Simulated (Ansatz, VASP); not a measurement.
**Ti in VASP and in Ansatz**

INCAR

```
SYSTEM = Ti
  PREC = Accurate
  ENCUT = 520
  EDIFF = 1E-6
  ISMEAR = -1
  SIGMA = 0.1
  LREAL = .FALSE.
  LASPH = .TRUE.
  NELM = 100
  ALGO = Normal
  ISIF = 2
  LWAVE = .FALSE.
  LCHARG = .FALSE.
  GGA = CA
  NBANDS = 12
```

KPOINTS

```
Automatic mesh
0
G
  15 15 15
  0 0 0
```

POSCAR

```
Ti
1.0
    0.0000000000      1.9753719491      1.9753719491
    1.9753719491      0.0000000000      1.9753719491
    1.9753719491      1.9753719491      0.0000000000
Ti
1
Direct
    0.0000000000      0.0000000000      0.0000000000
```

Input for Ansatz:

```yaml
crystal:
  lattice:
    - [0.0, 1.9753719491, 1.9753719491]
    - [1.9753719491, 0.0, 1.9753719491]
    - [1.9753719491, 1.9753719491, 0.0]
  atoms:
    - { symbol: Ti, position: [0.0, 0.0, 0.0] }
hamiltonian:
  xc: lda
  pseudopotentials:
    kind: paw
    azcp:
      Ti: "pseudopotentials/Ti.paw.azcp"
basis:
  ecutwfc: 420
  fft_grid_basis: typed
kpoints:
  mp_grid: { grid: [15, 15, 15], shift: [0, 0, 0] }
magnetization:
  spin_polarized: false
scf:
  occupations: { method: fermi_dirac, width: 0.1 }
  lower_state_search: "off"
output:
  stress: true
```

Alike in both runs: task single point; functional LDA; k mesh 15 × 15 × 15; occupations fermi-dirac, width 0.1 eV; no spin polarisation.

|  | VASP | Ansatz |
| --- | --- | --- |
| version | VASP 6.6.1 | Ansatz 0.2.0 |
| potentials or method | VASP PAW LDA potentials, release 64 (Ti_sv), cutoff 520 eV | plane waves (420 eV) with PAW, scalar-relativistic |
| valence electrons in the cell | 12 | 12 |

|  | VASP | Ansatz | Ansatz less VASP |
| --- | --- | --- | --- |
| pressure (GPa) | 5.1 | 5.3 | +0.20 |

Ansatz warns that its potentials were made for another functional, while VASP's fit it. LDA's correlation is that of Perdew and Zunger in VASP and of Perdew and Wang (1992) in Ansatz.
